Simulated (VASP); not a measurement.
# BaCd3Se4 (P-4m2) in VASP: a series of runs

Runs on BaCd3Se4. Level: PBE. Tasks: relaxation of cell and atoms, single point.

Program: VASP 6.6.1. These are calculated values, not measurements. Logs are shortened: lines on timing, memory, paths and dates and some standing lists are left out, and cuts for length are marked.

### 1 The cell of the first run

The structure is tetragonal, space group P-4m2 (No. 115). The conventional cell has a = 4.721 Å, b = 4.721 Å, c = 13.282 Å, α = 90.00°, β = 90.00°, γ = 90.00°. Ba (site symmetry -4m2) has 4 Se at 2.92 Å within 3.8 Å. Cd (site symmetry 2mm) has 4 Se at 2.87 Å within 3.8 Å. Within 3.8 Å of Cd (site symmetry -4m2) lie 4 Se at 2.88 Å. Within 3.8 Å of Se (site symmetry 2mm) lie 4 Cd at 2.87 to 2.88 Å. Within 3.8 Å of Se (site symmetry 2mm) lie 2 Cd at 2.87 Å and 2 Ba at 2.92 Å.

### 2 Relaxation of cell and atoms, PBE

Input file INCAR:

```
ALGO = Normal ; EDIFF = 1E-6
EDIFFG = -0.08 ; ENCUT = 600
GGA = PE ; IBRION = 2
ISIF = 3 ; ISMEAR = 0
LASPH = T ; LCHARG = F
LREAL = F ; LWAVE = F
NELM = 60 ; NSW = 36
PREC = Accurate ; SIGMA = 0.15
```

Input file KPOINTS:

```
k-points
0
Gamma
  3 3 1
```

Input file POSCAR:

```
BaCd3Se4
1.0
    4.7214386200      0.0000000000      0.0000000000
    0.0000000000      4.7214386200      0.0000000000
    0.0000000000      0.0000000000     13.2819810300
Ba Cd Se
1 3 4
Direct
    0.0000000000      0.0000000000      0.0000000000
    0.5000000000      0.5000000000      0.7475909600
    0.0000000000      0.0000000000      0.5000000000
    0.5000000000      0.5000000000      0.2524090400
    0.0000000000      0.5000000000      0.6240602700
    0.5000000000      0.0000000000      0.3759397300
    0.0000000000      0.5000000000      0.1290356700
    0.5000000000      0.0000000000      0.8709643300
```

Potentials or basis: VASP PAW PBE potentials, release 64 (Ba_sv, Cd, Se).

The run is started by

```sh
> cat potpaw_PBE.64/Ba_sv/POTCAR potpaw_PBE.64/Cd/POTCAR potpaw_PBE.64/Se/POTCAR > POTCAR
> mpirun -np 1 vasp_std > vasp.out
```

OUTCAR:

```text
EDIFF = 1E-6
   EDIFFG = -0.08
   ENCUT = 600
   GGA = PE
   IBRION = 2
   ISIF = 3
   ISMEAR = 0
   LASPH = T
   LREAL = F
   NELM = 60
   NSW = 36
   PREC = Accurate

 ion  position               nearest neighbor table
   1  0.000  0.000  0.000-   7 2.92   8 2.92   7 2.92   8 2.92
   2  0.500  0.500  0.748-   8 2.87   8 2.87   5 2.87   5 2.87
   3  0.000  0.000  0.500-   5 2.88   6 2.88   5 2.88   6 2.88
   4  0.500  0.500  0.252-   7 2.87   7 2.87   6 2.87   6 2.87
   5  0.000  0.500  0.624-   2 2.87   2 2.87   3 2.88   3 2.88
   6  0.500  0.000  0.376-   4 2.87   4 2.87   3 2.88   3 2.88
   7  0.000  0.500  0.129-   4 2.87   4 2.87   1 2.92   1 2.92
   8  0.500  0.000  0.871-   2 2.87   2 2.87   1 2.92   1 2.92

  LATTYP: Found a simple tetragonal cell.
 ALAT       =     4.7214386200
 C/A-ratio  =     2.8131216138

  Lattice vectors:

 A1 = (   4.7214386200,   0.0000000000,   0.0000000000)
 A2 = (   0.0000000000,   4.7214386200,   0.0000000000)
 A3 = (   0.0000000000,   0.0000000000,  13.2819810300)

Analysis of symmetry for initial positions (statically):
=====================================================================
 Subroutine PRICEL returns:
 Original cell was already a primitive cell.

 Routine SETGRP: Setting up the symmetry group for a
 simple tetragonal supercell.

 Subroutine GETGRP returns: Found  8 space group operations
 (whereof  8 operations were pure point group operations)
 out of a pool of 16 trial point group operations.

The static configuration has the point symmetry D_2d.

Analysis of symmetry for dynamics (positions and initial velocities):
=====================================================================
 Subroutine PRICEL returns:
 Original cell was already a primitive cell.

 Routine SETGRP: Setting up the symmetry group for a
 simple tetragonal supercell.

 Subroutine GETGRP returns: Found  8 space group operations
 (whereof  8 operations were pure point group operations)
 out of a pool of 16 trial point group operations.

The dynamic configuration has the point symmetry D_2d.

 Subroutine INISYM returns: Found  8 space group operations
 (whereof  8 operations are pure point group operations),
 and found     1 'primitive' translations

----------------------------------------------------------------------------------------

                                     Primitive cell

  volume of cell :     296.0817

  direct lattice vectors                    reciprocal lattice vectors
     4.721438620  0.000000000  0.000000000     0.211799852  0.000000000  0.000000000
     0.000000000  4.721438620  0.000000000     0.000000000  0.211799852  0.000000000
     0.000000000  0.000000000 13.281981030     0.000000000  0.000000000  0.075289974

  length of vectors
     4.721438620  4.721438620 13.281981030     0.211799852  0.211799852  0.075289974

  position of ions in fractional coordinates (direct lattice)
     0.000000000  0.000000000  0.000000000
     0.500000000  0.500000000  0.747590960
     0.000000000  0.000000000  0.500000000
     0.500000000  0.500000000  0.252409040
     0.000000000  0.500000000  0.624060270
     0.500000000  0.000000000  0.375939730
     0.000000000  0.500000000  0.129035670
     0.500000000  0.000000000  0.870964330

  ion indices of the primitive-cell ions
   primitive index   ion index
                 1           1
                 2           2
                 3           3
                 4           4
                 5           5
                 6           6
                 7           7
                 8           8

----------------------------------------------------------------------------------------

 KPOINTS: k-points

Automatic generation of k-mesh.
 Grid dimensions read from file:
 generate k-points for:    3    3    1

 Generating k-lattice:

  Cartesian coordinates                     Fractional coordinates (reciprocal lattice)
     0.070599951  0.000000000  0.000000000     0.333333333  0.000000000  0.000000000
     0.000000000  0.070599951  0.000000000     0.000000000  0.333333333  0.000000000
     0.000000000  0.000000000  0.075289974     0.000000000  0.000000000  1.000000000

  Length of vectors
     0.070599951  0.070599951  0.075289974

  Shift w.r.t. Gamma in fractional coordinates (k-lattice)
     0.000000000  0.000000000  0.000000000

 Subroutine IBZKPT returns following result:
 ===========================================

 Found      3 irreducible k-points:

 Following reciprocal coordinates:
            Coordinates               Weight
  0.000000  0.000000  0.000000      1.000000
  0.333333  0.000000  0.000000      4.000000
  0.333333  0.333333  0.000000      4.000000
   k-points           NKPTS =      3   k-points in BZ     NKDIM =      3   number of bands    NBANDS=     42
   number of dos      NEDOS =    301   number of ions     NIONS =      8
   total plane-waves  NPLWV = 172800
   dimension x,y,z NGX =    40 NGY =   40 NGZ =  108
   dimension x,y,z NGXF=    80 NGYF=   80 NGZF=  216
   ions per type =               1   3   4
   NGX,Y,Z   is equivalent  to a cutoff of  14.08, 14.08, 13.52 a.u.
   NGXF,Y,Z  is equivalent  to a cutoff of  28.17, 28.17, 27.04 a.u.
 SYSTEM =  unknown system
   PREC   = accura    normal or accurate (medium, high low for compatibility)
   ISTART =      0    job   : 0-new  1-cont  2-samecut
   ICHARG =      2    charge: 1-file 2-atom 10-const
   ISPIN  =      1    spin polarized calculation?
   LNONCOLLINEAR =      F non collinear calculations
   LSORBIT =      F    spin-orbit coupling
   LASPH  =      T    aspherical Exc in radial PAW
   ENCUT  =  600.0 eV  44.10 Ry    6.64 a.u.   9.43  9.43 26.53*2*pi/ulx,y,z
   NELM   =     60;   NELMIN=  2; NELMDL= -5     # of ELM steps
   EDIFF  = 0.1E-05   stopping-criterion for ELM
   LREAL  =      F    real-space projection
   EDIFFG = -.8E-01   stopping-criterion for IOM
   NSW    =     36    number of steps for IOM
   IBRION =      2    ionic relax: 0-MD 1-quasi-New 2-CG
   NFREE  =      1    steps in history (QN), initial steepest desc. (CG)
   ISIF   =      3    stress and relaxation
   ISYM   =      2    0-nonsym 1-usesym 2-fastsym
   POTIM  = 0.5000    time-step for ionic-motion
   TEBEG  =    0.0;   TEEND  =   0.0 temperature during run
   PSTRESS=    0.0 pullay stress
   NELECT =      70.0000    total number of electrons
   NUPDOWN=      -1.0000    fix difference up-down
   EMIN   =  10.00;   EMAX   =-10.00  energy-range for DOS
   EFERMI =   0.00;   METHOD = LEGACY
   ISMEAR =     0;   SIGMA  =   0.15  broadening in eV -4-tet -1-fermi 0-gaus
   EFERMI_NEDOS =   21; number of points for ismear=-14 and -15
   IALGO  =     38    algorithm
   IMIX   =      4    mixing-type and parameters
     AMIX     =   0.40;   BMIX     =  1.00
     AMIX_MAG =   1.60;   BMIX_MAG =  1.00
  volume/ion in A,a.u.               =      37.01       249.76
  Fermi-wavevector in a.u.,A,eV,Ry     =   1.012287  1.912945 13.942230  1.024725
  Thomas-Fermi vector in A             =   2.145387
   LORBIT       =      0    0 simple, 1 ext, 2 COOP (PROOUT), +10 PAW based schemes
   GGA     = PE    functional components
   LHFCALC =     F    Hartree Fock is set to
   AEXX    =    0.0000 exact exchange contribution
   IVDW    =     0    specifies the selected vdW correction
   LEPSILON=     F    determine dielectric tensor
   LRPA    =     F    only Hartree local field effects (RPA)
 conjugate gradient relaxation of ions
 non-spin polarized calculation
 Gauss-broadening in eV      SIGMA  =   0.15
  energy-cutoff  :      600.00
  volume of cell :      296.08
 maximum number of plane-waves:      9881
 NGX is ok and might be reduce to    40
   NGX = 19   NGY = 19   NGZ = 53

--------------------------------------- Ionic step        1  -------------------------------------------

 number of electron      70.0000005 magnetization

 Free energy of the ion-electron system (eV)
  ---------------------------------------------------
  ext. energy  EPLUGINS =         0.00000000
  ---------------------------------------------------
  free energy    TOTEN  =       -23.80547026 eV

  energy without entropy =      -23.80540608  energy(sigma->0) =      -23.80543817

 E-fermi :  -0.1603     XC(G=0):  -7.7824

 val. band max:       -0.5548412003   @ k =   0.0000   0.0000   0.0000
 cond. band min:       0.1991324371   @ k =   0.0000   0.0000   0.0000
 fundamental gap:      0.7539736374
 Fermi energy:        -0.1603471371

 k-point     1 :       0.0000    0.0000    0.0000
  band No.  band energies     occupation
      1     -26.3884      2.00000
      2     -12.7647      2.00000
      3     -11.7845      2.00000
      4     -11.7845      2.00000
      5     -11.7376      2.00000
      6     -11.5987      2.00000
[... 243 lines left out ...]
  FREE ENERGIE OF THE ION-ELECTRON SYSTEM (eV)
  ---------------------------------------------------
  free  energy   TOTEN  =       -24.4678180280 eV

  energy  without entropy=      -24.4677992326  energy(sigma->0) =      -24.46780863

[... ionic steps 4 to 8 ...]

--------------------------------------- Ionic step        9  -------------------------------------------

 number of electron      70.0000004 magnetization

------------------------ aborting loop because EDIFF is reached ----------------------------------------

  FORCE on cell =-STRESS in cart. coord.  units (eV):
  Direction    XX          YY          ZZ          XY          YZ          ZX
  --------------------------------------------------------------------------------------
  -------------------------------------------------------------------------------------
  Total       -0.4187318     -0.4187318     -0.6058525      0.0000000     -0.0000000      0.0000000
  in kB       -2.4389763     -2.4389763     -3.5288938      0.0000000     -0.0000000      0.0000000
  external PRESSURE =      -2.8022821 kB  Pullay stress =       0.0000000 kB
[... 69 lines left out ...]
  energy  without entropy=      -24.8949028349  energy(sigma->0) =      -24.89490376

--------------------------------------- Ionic step       11  -------------------------------------------

 number of electron      69.9999999 magnetization

 Free energy of the ion-electron system (eV)
  ---------------------------------------------------
  ext. energy  EPLUGINS =         0.00000000
  ---------------------------------------------------
  free energy    TOTEN  =       -24.90466131 eV

  energy without entropy =      -24.90466009  energy(sigma->0) =      -24.90466070

 E-fermi :   0.6736     XC(G=0):  -8.1595

 val. band max:        0.1958840521   @ k =   0.0000   0.0000   0.0000
 cond. band min:       1.1401129359   @ k =   0.0000   0.0000   0.0000
 fundamental gap:      0.9442288837
 Fermi energy:         0.6736415213

 k-point     1 :       0.0000    0.0000    0.0000
  band No.  band energies     occupation
      1     -26.5955      2.00000
      2     -12.3108      2.00000
      3     -11.8369      2.00000
      4     -11.8369      2.00000
      5     -11.6371      2.00000
      6     -11.3884      2.00000
[... 159 lines left out ...]
  FREE ENERGIE OF THE ION-ELECTRON SYSTEM (eV)
  ---------------------------------------------------
  free  energy   TOTEN  =       -24.9046613057 eV

  energy  without entropy=      -24.9046600890  energy(sigma->0) =      -24.90466070

 reached required accuracy - stopping structural energy minimisation
```

Run time: 4.7 min. Hardware: 1 thread of Intel Xeon 6975P-C (Granite Rapids), shared host; peak memory 0.48 GiB.

Results:

```
Free energy                            : -24.9047 eV
Relaxed volume                         : 33.88 Å³/atom
Relaxed cell                           : a = 4.603 Å, b = 4.603 Å, c = 12.796 Å, α = 90.00°, β = 90.00°, γ = 90.00°
Space group after relaxing (to 0.05 Å) : P-4m2 (No. 115)
Energy gained by relaxing              : 137.4 meV/atom
Ionic steps                            : 11
Pressure after relaxing                : 0.3 GPa
Largest force after relaxing           : 0.055 eV/Å
Band gap on the k mesh                 : 0.94 eV, direct
```

Forces on the atoms (eV/Å):
```
Ba   0.000  0.000  0.000
Cd   0.000  0.000  0.055
Cd   0.000  0.000  0.000
Cd   0.000  0.000 -0.055
Se   0.000  0.000  0.006
Se   0.000  0.000 -0.006
Se   0.000  0.000 -0.020
Se   0.000  0.000  0.020
```

Step by step:
```csv
step,energy change (eV),largest force (eV/Å),pressure (GPa),volume (Å³)
1,0.0000,1.9935,-1.20,296.08
2,-0.4036,1.5439,-0.43,284.37
3,-0.6623,0.9610,2.73,258.33
4,-0.7007,0.7631,1.62,265.50
5,-0.8844,0.7068,-0.23,276.73
6,-0.8930,0.6922,-0.64,279.82
7,-0.9844,0.4546,-0.34,276.57
8,-1.0539,0.4962,0.48,269.86
9,-1.0894,0.2278,-0.28,275.07
10,-1.0894,0.2151,-0.32,275.32
11,-1.0992,0.0550,0.26,271.07
```

Final structure:
```
Ba Cd Se
1.0
     4.60258    0.00000    0.00000
     0.00000    4.60258    0.00000
     0.00000    0.00000   12.79609
Ba Cd Se
1 3 4
Cartesian
  4.6026 0.0000 0.0000
  2.3013 2.3013 9.2240
  4.6026 0.0000 6.3980
  2.3013 2.3013 3.5721
  0.0000 2.3013 7.8086
  2.3013 0.0000 4.9875
  0.0000 2.3013 2.1159
  2.3013 0.0000 10.6802
```

Levels at points of the mesh, in eV from the valence-band top:
```csv
k point,band 33,band 34,band 35,band 36,band 37,band 38
"(0.00, 0.00, 0.00)",-0.03,-0.03,0.00,0.94,2.87,2.97
```

Caveat: the k points lie up to 0.49 Å⁻¹ apart in the final cell; spin-orbit coupling is left out, which moves the levels of the heavy elements; the relaxation stopped at a loose force limit of 0.08 eV/Å, so its end isn't a converged minimum.

### 3 Single point, PBE

This run uses another cell than the first one, of 33.70 Å³/atom, 0.911 times its volume.

Input file INCAR:

```
PREC = Accurate ; ENCUT = 520
EDIFF = 1E-6 ; ISMEAR = 0
SIGMA = 0.15 ; LREAL = F
LASPH = T ; NELM = 60
ALGO = Normal ; ISIF = 2
LWAVE = F ; LCHARG = T
GGA = PE ; LELF = T
LVHAR = T ; NBANDS = 45
```

Input file KPOINTS:

```
Automatic mesh
0
Gamma
  3 3 1
```

Input file POSCAR:

```
BaCd3Se4
1.0
    4.5670394991      0.0000000000      0.0000000000
    0.0000000000      4.5670394991      0.0000000000
    0.0000000000      0.0000000000     12.9259664438
Ba Cd Se
1 3 4
Direct
    0.0000000000      0.0000000000      0.0000000000
    0.5000000000      0.5000000000      0.7225177648
    0.0000000000      0.0000000000      0.5000000000
    0.5000000000      0.5000000000      0.2774822352
    0.0000000000      0.5000000000      0.6103423901
    0.5000000000      0.0000000000      0.3896576099
    0.0000000000      0.5000000000      0.1629594937
    0.5000000000      0.0000000000      0.8370405063
```

Potentials or basis: VASP PAW PBE potentials, release 64 (Ba_sv, Cd, Se).

The run is started by

```sh
> cat potpaw_PBE.64/Ba_sv/POTCAR potpaw_PBE.64/Cd/POTCAR potpaw_PBE.64/Se/POTCAR > POTCAR
> mpirun -np 1 vasp_std > vasp.out
```

Wall time 72 s (1 thread of AMD EPYC 7R43 (Zen 3), shared host); peak memory 0.31 GiB.

The run converged. Its results:

```yaml
Free_energy: -24.8946 eV
Pressure: 0.5 GPa
Largest_force: 0.090 eV/Å
Band_gap_on_the_k_mesh: 0.97 eV, direct
```

Forces in eV/Å, atoms in the order of the input:
```
Ba   0.000  0.000  0.000
Cd   0.000  0.000  0.025
Cd   0.000  0.000  0.000
Cd   0.000  0.000 -0.025
Se   0.000  0.000  0.068
Se   0.000  0.000 -0.068
Se   0.000  0.000  0.090
Se   0.000  0.000 -0.090
```

Stress tensor (GPa, compression positive):
```
0.57 0.00 0.00
0.00 0.57 0.00
0.00 0.00 0.40
```

Levels at points of the mesh, in eV from the valence-band top:
| k point | band 33 | band 34 | band 35 | band 36 | band 37 | band 38 |
| --- | --- | --- | --- | --- | --- | --- |
| (0.00, 0.00, 0.00) | -0.01 | 0.00 | 0.00 | 0.97 | 2.92 | 3.02 |

Caveat: the k points lie up to 0.49 Å⁻¹ apart; spin-orbit coupling is left out, which moves the levels of the heavy elements. A hybrid or GW would open this gap; PBE tends to underestimate it.

### 4 Single point, PBE

This run uses another cell than the first one, of 33.75 Å³/atom, 0.912 times its volume.

Input file INCAR:

```
PREC     = Accurate       # precision mode
ENCUT    = 520            # plane-wave cutoff, eV
EDIFF    = 1E-6           # SCF threshold, eV
ISMEAR   = 0              # smearing method
SIGMA    = 0.1            # smearing width, eV
LREAL    = F              # projectors in reciprocal space
LASPH    = T              # aspherical terms in the spheres
NELM     = 100            # most SCF steps
ALGO     = Normal         # electronic algorithm
ISIF     = 2              # what is computed and relaxed
LWAVE    = F              # write WAVECAR
LCHARG   = T              # write CHGCAR
GGA      = PE             # functional
LELF     = T              # ELF
LVHAR    = T            
NBANDS   = 45             # bands
```

Input file KPOINTS:

```
regular mesh
0
Gamma
  4 4 1
```

Input file POSCAR:

```
BaCd3Se4
1.0
    4.5550543781      0.0000000000      0.0000000000
    0.0000000000      4.5550543781      0.0000000000
    0.0000000000      0.0000000000     13.0122739226
Ba Cd Se
1 3 4
Direct
    0.0000000000      1.0000000000      0.0000000000
    0.5000000000      0.5000000000      0.7240631312
    1.0000000000      1.0000000000      0.5000000000
    0.5000000000      0.5000000000      0.2759368688
    1.0000000000      0.5000000000      0.6119103897
    0.5000000000      1.0000000000      0.3880896103
    0.0000000000      0.5000000000      0.1625626804
    0.5000000000      1.0000000000      0.8374373196
```

The run is started by

```sh
> cat potpaw_PBE.64/Ba_sv/POTCAR potpaw_PBE.64/Cd/POTCAR potpaw_PBE.64/Se/POTCAR > POTCAR
> mpirun -np 1 vasp_std > vasp.out
```

Wall time 94 s (1 thread of Intel Xeon Platinum 8375C at 2.90GHz (Ice Lake), shared host); peak memory 0.37 GiB.

Results (log left out):

| Property | Result |
| --- | --- |
| Free energy | -25.0323 eV |
| Pressure | 0.3 GPa |
| Largest force | 0.045 eV/Å |
| Band gap on the k mesh | 0.97 eV, direct |

Forces in eV/Å, atoms in the order of the input:
```
Ba   0.000  0.000  0.000
Cd   0.000  0.000 -0.006
Cd   0.000  0.000  0.000
Cd   0.000  0.000  0.006
Se   0.000  0.000 -0.001
Se   0.000  0.000  0.001
Se   0.000  0.000  0.045
Se   0.000  0.000 -0.045
```

Levels at points of the mesh, in eV from the valence-band top:
```tsv
k point	band 33	band 34	band 35	band 36	band 37	band 38
(0.00, 0.00, 0.00)	-0.02	0.00	0.00	0.97	2.91	3.01
(0.50, 0.00, 0.00)	-0.41	-0.28	-0.21	2.56	3.08	3.28
(0.50, 0.50, 0.00)	-1.06	-1.06	-0.25	2.55	3.57	3.57
```

Caveat: the k points lie up to 0.48 Å⁻¹ apart; spin-orbit coupling is left out, which moves the levels of the heavy elements. A hybrid or GW would open this gap; PBE tends to underestimate it.

### 5 The runs side by side

```csv
task,cell,k mesh,cutoff (eV),smearing,gap on the mesh (eV),pressure (GPa),largest force (eV/Å)
relaxation of cell and atoms,"relaxed from a = 4.721, b = 4.721, c = 13.282 Å, 8 atoms",3 × 3 × 1,600,gaussian 0.15 eV,0.94,0.3,0.06
single point,"a = 4.567, b = 4.567, c = 12.926 Å, 8 atoms",3 × 3 × 1,520,gaussian 0.15 eV,0.97,0.5,0.09
single point,"a = 4.555, b = 4.555, c = 13.012 Å, 8 atoms",4 × 4 × 1,520,gaussian 0.1 eV,0.97,0.3,0.05
```

Alike in all rows: level PBE; potentials or basis VASP PAW PBE potentials, release 64 (Ba_sv, Cd, Se); no spin polarisation.

Caveats: all runs use coarse meshes; spin-orbit coupling is left out, which moves the levels of the heavy elements; the relaxation stopped at a loose force limit of 0.08 eV/Å, so its end isn't a converged minimum (some runs).

Absolute energies hang on the potentials; compare differences alone.
